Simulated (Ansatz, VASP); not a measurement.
Ir5Rh in VASP and in Ansatz

```
Ir Rh
1.0
     2.74293    0.00000    0.00000
     0.00000    2.74293    0.00000
     0.00000    0.00000   11.49317
Ir Rh
5 1
Direct
  0.00000 0.00000 0.83277
  0.00000 0.00000 0.16723
  0.50000 0.50000 0.33212
  0.00000 0.00000 0.50000
  0.50000 0.50000 0.66788
  0.50000 0.50000 0.00000
```

Alike in both runs: task relaxation of cell and atoms; functional PBE; k mesh 14 × 14 × 4; occupations gaussian, width 0.1 eV; no spin polarisation.

```csv
,VASP,Ansatz
version,VASP 6.6.1,Ansatz 0.2.0
potentials or method,"VASP PAW PBE potentials, release 64 (Ir, Rh_pv), cutoff 600 eV","scalar-relativistic, plane waves, PAW"
valence electrons in the cell,60,102
```

VASP gave:

| Quantity | Value |
| --- | --- |
| gap on the k mesh at the Fermi level, each at its own relaxed structure (eV) | none |
| relaxed volume (Å³/atom) | 14.44 |
| relaxed length of the cell vector where the two differ most in proportion (Å) | 2.734 |

Q: Estimate Ansatz's values.

A: gap on the k mesh at the Fermi level, each at its own relaxed structure (eV): none; relaxed volume (Å³/atom): 14.42; relaxed length of the cell vector where the two differ most in proportion (Å): 2.733.

A gap of «none» marks a metal or a gap that the smearing closes. VASP's potentials hold 60 valence electrons a cell and Ansatz's 102, so a difference there can come from the potentials and not from the codes.

Spin-orbit coupling is off throughout.
